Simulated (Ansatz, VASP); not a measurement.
# FeNi3 in VASP and in Ansatz

```
Ni Fe
1.0
     3.47263    0.00000    0.00000
     0.00000    3.47263    0.00000
     0.00000    0.00000    3.47263
Ni Fe
3 1
Direct
  0.50000 0.50000 0.00000
  0.50000 0.00000 0.50000
  0.00000 0.50000 0.50000
  0.00000 0.00000 0.00000
```

Alike in both runs: task single point; functional PBEsol; k mesh 8 × 8 × 8; occupations fermi-dirac, width 0.05 eV; collinear spin.

|  | VASP | Ansatz |
| --- | --- | --- |
| version | VASP 6.6.1 | Ansatz 0.2.0 |
| potentials or method | VASP PAW PBE potentials, release 64 (Ni, Fe) | Ansatz PAW |
| plane-wave cutoff (eV) | 520 | 420 |
| valence electrons in the cell | 38 | 70 |

```csv
,VASP,Ansatz,Ansatz less VASP
gap on the k mesh at the Fermi level (eV),none,none,-
pressure (GPa),3.0,3.2,+0.21
net moment per atom (μB),1.16,1.17,+0.013
size of the moment on the site where the two differ most (μB),0.60,0.66,+0.061
```

VASP's potentials were made for PBE, not for PBEsol. Site moments also hang on the region over which each program counts them. A gap of «none» marks a metal or a gap that the smearing closes. VASP's potentials hold 38 valence electrons a cell and Ansatz's 70, so a difference there can come from the potentials and not from the codes.
